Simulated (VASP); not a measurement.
# Sr3HfBi (P1) in VASP: single point with PBE

Aim: the single point of Sr3HfBi with PBE.

Program: VASP 6.6.1. These are calculated values, not measurements. Logs are shortened: lines on timing, memory, paths and dates and some standing lists are left out, and cuts for length are marked.

## Step 1: The cell of the first run

The typed cell holds 10 atoms: a = 6.991 Å, b = 7.471 Å, c = 8.306 Å, α = 73.95°, β = 72.64°, γ = 80.11°.

## Step 2: Single point, PBE

INCAR

```
PREC     = Accurate       # precision mode
ENCUT    = 500            # plane-wave cutoff, eV
EDIFF    = 1E-6           # SCF threshold, eV
ISMEAR   = 0              # smearing method
SIGMA    = 0.1            # smearing width, eV
LREAL    = False          # projectors in reciprocal space
LASPH    = True           # aspherical terms in the spheres
NELM     = 120            # most SCF steps
ALGO     = Normal         # electronic algorithm
ISIF     = 2              # what is computed and relaxed
LWAVE    = False          # write WAVECAR
LCHARG   = False          # write CHGCAR
GGA      = PE             # functional
NBANDS   = 66             # bands
GGA_COMPAT= False        
KPAR     = 4
```

KPOINTS

```
Automatic mesh
0
Gamma
  6 6 6
```

POSCAR

```
Sr3HfBi
1.0
    6.9910497420      0.0017725590      0.0019188157
    1.2807307349      7.3604151657      0.0008078500
    2.4759964418      1.8996677594      7.6971684250
Sr Hf Bi
6 2 2
Direct
    0.9445847015      0.9570857268      0.5282911805
    0.9647391004      0.9268361178      0.0195908420
    0.3838943536      0.1699110558      0.6173424544
    0.3895822427      0.2114364983      0.0984246147
    0.8358997245      0.4671067353      0.6740665704
    0.8232325406      0.4480602415      0.1861745132
    0.2971057229      0.6295452444      0.7069768702
    0.2923627897      0.6246293354      0.3313440414
    0.4797418461      0.7399626036      0.9476409701
    0.5888569784      0.8254264412      0.3901479430
```

Potentials or basis: VASP PAW PBE potentials, release 64 (Sr_sv, Hf_pv, Bi_d).

Command:

```
$ cat potpaw_PBE.64/Sr_sv/POTCAR potpaw_PBE.64/Hf_pv/POTCAR potpaw_PBE.64/Bi_d/POTCAR > POTCAR
$ mpirun -np 4 vasp_std > vasp.out
```

OUTCAR:

```text
PREC = Accurate
   ENCUT = 500
   EDIFF = 1E-6
   ISMEAR = 0
   LREAL = False
   LASPH = True
   NELM = 120
   ISIF = 2
   GGA = PE

 ion  position               nearest neighbor table
   1  0.945  0.957  0.528-  10 3.41   7 3.52   8 3.54   5 3.66   3 3.90   3 4.02   2 4.07   6 4.11
                             9 4.15   5 4.19   4 4.21   2 4.25  10 4.31
   2  0.965  0.927  0.020-  10 3.39   9 3.57   6 3.65   7 3.86   8 3.95   3 3.96   1 4.07   9 4.14
                             4 4.17   4 4.23   1 4.25   6 4.35   5 4.38
   3  0.384  0.170  0.617-  10 3.47   7 3.63   8 3.65   9 3.71   1 3.90   2 3.96   7 4.02   1 4.02
                             5 4.05   4 4.10   4 4.22   6 4.25   5 4.36
   4  0.390  0.211  0.098-  10 3.59   9 3.90   8 3.94   9 3.95   7 3.96   6 3.99   6 4.09   3 4.10
                             2 4.17   5 4.19   1 4.21   3 4.22   2 4.23   8 4.36
   5  0.836  0.467  0.674-   9 3.60  10 3.61   1 3.66   8 3.70   7 3.71   7 3.74   3 4.05   6 4.12
                             6 4.19   4 4.19   1 4.19   3 4.36   2 4.38
   6  0.823  0.448  0.186-  10 3.59   9 3.62   2 3.65   8 3.67   4 3.99   4 4.09   1 4.11   5 4.12
                             5 4.19   3 4.25   8 4.32   2 4.35   7 4.40
   7  0.297  0.630  0.707-  10 2.99   9 3.02   8 3.14   1 3.52   3 3.63   5 3.71   5 3.74   2 3.86
                             4 3.96   3 4.02   6 4.40
   8  0.292  0.625  0.331-  10 2.98   9 3.00   7 3.14   1 3.54   3 3.65   6 3.67   5 3.70   4 3.94
                             2 3.95   6 4.32   4 4.36
   9  0.480  0.740  0.948-   8 3.00   7 3.02   2 3.57   5 3.60   6 3.62   3 3.71   4 3.90   4 3.95
                             2 4.14   1 4.15
  10  0.589  0.825  0.390-   8 2.98   7 2.99   2 3.39   1 3.41   3 3.47   4 3.59   6 3.59   5 3.61
                             1 4.31

  LATTYP: Found a triclinic cell.
 ALAT       =     6.9910502300
 B/A-ratio  =     1.3323267730
 C/A-ratio  =     1.1880565366
 COS(alpha) =     0.0021755225
 COS(beta)  =     0.2984181669
 COS(gamma) =     0.6128656261

  Lattice vectors:

 A1 = (  -6.9910497420,  -0.0017725590,  -0.0019188157)
 A2 = (  -5.7103190071,   7.3586426067,  -0.0011109657)
 A3 = (  -2.4759964418,  -1.8996677594,  -7.6971684250)

Analysis of symmetry for initial positions (statically):
=====================================================================
 Subroutine PRICEL returns:
 Original cell was already a primitive cell.

 Routine SETGRP: Setting up the symmetry group for a
 triclinic supercell.

 Subroutine GETGRP returns: Found  1 space group operations
 (whereof  1 operations were pure point group operations)
 out of a pool of  2 trial point group operations.

The static configuration has the point symmetry C_1 .

Analysis of symmetry for dynamics (positions and initial velocities):
[... 136 lines left out ...]
   TEBEG  =    0.0;   TEEND  =   0.0 temperature during run
   PSTRESS=    0.0 pullay stress
   NELECT =     110.0000    total number of electrons
   NUPDOWN=      -1.0000    fix difference up-down
   EMIN   =  10.00;   EMAX   =-10.00  energy-range for DOS
   EFERMI =   0.00;   METHOD = LEGACY
   ISMEAR =     0;   SIGMA  =   0.10  broadening in eV -4-tet -1-fermi 0-gaus
   EFERMI_NEDOS =   21; number of points for ismear=-14 and -15
   IALGO  =     38    algorithm
   IMIX   =      4    mixing-type and parameters
     AMIX     =   0.40;   BMIX     =  1.00
     AMIX_MAG =   1.60;   BMIX_MAG =  1.00
  volume/ion in A,a.u.               =      39.60       267.24
  Fermi-wavevector in a.u.,A,eV,Ry     =   1.068157  2.018525 15.523703  1.140960
  Thomas-Fermi vector in A             =   2.203797
   LORBIT       =      0    0 simple, 1 ext, 2 COOP (PROOUT), +10 PAW based schemes
   GGA     = PE    functional components
   LHFCALC =     F    Hartree Fock is set to
   AEXX    =    0.0000 exact exchange contribution
   IVDW    =     0    specifies the selected vdW correction
   LEPSILON=     F    determine dielectric tensor
   LRPA    =     F    only Hartree local field effects (RPA)
 non-spin polarized calculation
 Gauss-broadening in eV      SIGMA  =   0.10
  energy-cutoff  :      500.00
  volume of cell :      396.01
 maximum number of plane-waves:     10093
 NGX is ok and might be reduce to    54
   NGX = 25   NGY = 27   NGZ = 31

 number of electron     110.0000007 magnetization

 Free energy of the ion-electron system (eV)
  ---------------------------------------------------
  ext. energy  EPLUGINS =         0.00000000
  ---------------------------------------------------
  free energy    TOTEN  =       -37.48951150 eV

  energy without entropy =      -37.42817700  energy(sigma->0) =      -37.45884425

 E-fermi :   3.1291     XC(G=0):  -8.5545

 val. band max:        3.1289309747   @ k =  -0.1667  -0.1667   0.1667
 cond. band min:       3.1297958672   @ k =   0.5000   0.5000   0.5000
 fundamental gap:      0.0008648925
 Fermi energy:         3.1291426221

 k-point     1 :       0.0000    0.0000    0.0000
  band No.  band energies     occupation
      1     -33.1736      2.00000
      2     -33.1537      2.00000
      3     -33.0634      2.00000
      4     -32.8030      2.00000
      5     -32.7689      2.00000
      6     -32.7560      2.00000
[... 1645 lines left out ...]
     65       4.6938      0.00000
     66       4.8955      0.00000

 [... further k-points ...]
[... 5 lines left out ...]
  --------------------------------------------------------------------------------------
  -------------------------------------------------------------------------------------
  Total       -0.0534964     -0.0112186     -0.1065270     -0.0248663     -0.0103099     -0.0007340
  in kB       -0.2164331     -0.0453875     -0.4309816     -0.1006029     -0.0417114     -0.0029697
  external PRESSURE =      -0.2309341 kB  Pullay stress =       0.0000000 kB

 VOLUME and BASIS-vectors are now :
 -----------------------------------------------------------------------------
  energy-cutoff  :      500.00
  volume of cell :      396.01
      direct lattice vectors                 reciprocal lattice vectors
     6.991049742  0.001772559  0.001918816     0.143057290 -0.024887951 -0.039875768
     1.280730735  7.360415166  0.000807850    -0.000025248  0.135869974 -0.033524704
     2.475996442  1.899667759  7.697168425    -0.000035660 -0.000008056  0.129931365

 POSITION                                       TOTAL-FORCE (eV/Angst)
 -----------------------------------------------------------------------------------
      9.13745      8.04980      4.06893         0.004048      0.002777     -0.000123
      7.98007      6.86082      0.15339         0.001639      0.005322     -0.002046
      4.42997      2.42404      4.75266        -0.000665      0.004607      0.001266
      3.23808      1.74393      0.75851        -0.000652      0.000814     -0.002118
      8.11104      4.72008      5.19039         0.003617     -0.005711     -0.000223
      6.79007      3.65304      1.43496         0.002214     -0.004180      0.002764
      4.63383      5.97726      5.44280         0.013008      0.006912     -0.016240
      3.66431      5.22749      2.55148         0.022477      0.012815     -0.000613
      6.64795      7.24749      7.29567        -0.019232     -0.010211      0.008663
      6.13988      6.81768      3.00483        -0.026452     -0.013144      0.008669
 -----------------------------------------------------------------------------------
    total drift:                               -0.000706      0.000130      0.000068

  FREE ENERGIE OF THE ION-ELECTRON SYSTEM (eV)
  ---------------------------------------------------
  free  energy   TOTEN  =       -37.4895114952 eV

  energy  without entropy=      -37.4281770002  energy(sigma->0) =      -37.45884425
```

OSZICAR:

```text
N       E                     dE             d eps       ncg     rms          rms(c)
DAV:   1     0.905912677356E+03    0.90591E+03   -0.52678E+04 14792   0.152E+03
DAV:   2     0.628634708353E+02   -0.84305E+03   -0.82099E+03 15842   0.409E+02
DAV:   3    -0.318624415665E+02   -0.94726E+02   -0.92323E+02 20618   0.130E+02
DAV:   4    -0.388007696910E+02   -0.69383E+01   -0.68267E+01 21504   0.324E+01
DAV:   5    -0.393322030835E+02   -0.53143E+00   -0.52932E+00 26224   0.735E+00    0.574E+01
DAV:   6    -0.378097014582E+02    0.15225E+01   -0.49390E+00 17888   0.532E+00    0.325E+01
DAV:   7    -0.379852331319E+02   -0.17553E+00   -0.45186E+00 18352   0.575E+00    0.923E+00
DAV:   8    -0.374876068125E+02    0.49763E+00   -0.20667E+00 18104   0.289E+00    0.332E+00
DAV:   9    -0.374915718958E+02   -0.39651E-02   -0.16948E-01 20224   0.130E+00    0.141E+00
DAV:  10    -0.374900736069E+02    0.14983E-02   -0.30362E-02 19088   0.442E-01    0.657E-01
DAV:  11    -0.374904841054E+02   -0.41050E-03   -0.14288E-02 20832   0.356E-01    0.446E-01
DAV:  12    -0.374894427326E+02    0.10414E-02   -0.61319E-03 18664   0.220E-01    0.188E-01
DAV:  13    -0.374895075691E+02   -0.64837E-04   -0.80847E-04 18888   0.896E-02    0.535E-02
DAV:  14    -0.374895104500E+02   -0.28809E-05   -0.77847E-05 23384   0.279E-02    0.312E-02
DAV:  15    -0.374895096011E+02    0.84886E-06   -0.16161E-05 19008   0.177E-02    0.129E-02
DAV:  16    -0.374895117687E+02   -0.21676E-05   -0.24513E-06 12872   0.598E-03    0.474E-03
DAV:  17    -0.374895114952E+02    0.27349E-06   -0.51042E-07 10736   0.350E-03
   1 F= -.37489511E+02 E0= -.37458844E+02  d E =-.613345E-01
```

stdout:

```text
POSCAR found type information on POSCAR SrHfBi
 POSCAR found :  3 types and      10 ions
 scaLAPACK will be used
 LDA part: xc-table for (Slater+PW92), standard interpolation
 POSCAR, INCAR and KPOINTS ok, starting setup
 FFT: planning ... GRIDC
 FFT: planning ... GRID_SOFT
 FFT: planning ... GRID
 WAVECAR not read
 entering main loop
```

Wall time 19 min (4 MPI ranks of Intel Xeon Platinum 8259CL at 2.50GHz (Skylake/Cascade Lake), shared host); peak memory 2 GiB.

Results:

- Free energy: -37.4895 eV
- Pressure: 0.0 GPa
- Largest force: 0.031 eV/Å
- Band gap on the k mesh: zero (bands 55 and 56 overlap by 0.06 eV)

Forces on the atoms (eV/Å):
```
Sr   0.004  0.003  0.000
Sr   0.002  0.005 -0.002
Sr  -0.001  0.005  0.001
Sr  -0.001  0.001 -0.002
Sr   0.004 -0.006  0.000
Sr   0.002 -0.004  0.003
Hf   0.013  0.007 -0.016
Hf   0.022  0.013 -0.001
Bi  -0.019 -0.010  0.009
Bi  -0.026 -0.013  0.009
```

Caveat: spin-orbit coupling is left out, which moves the levels of the heavy elements.
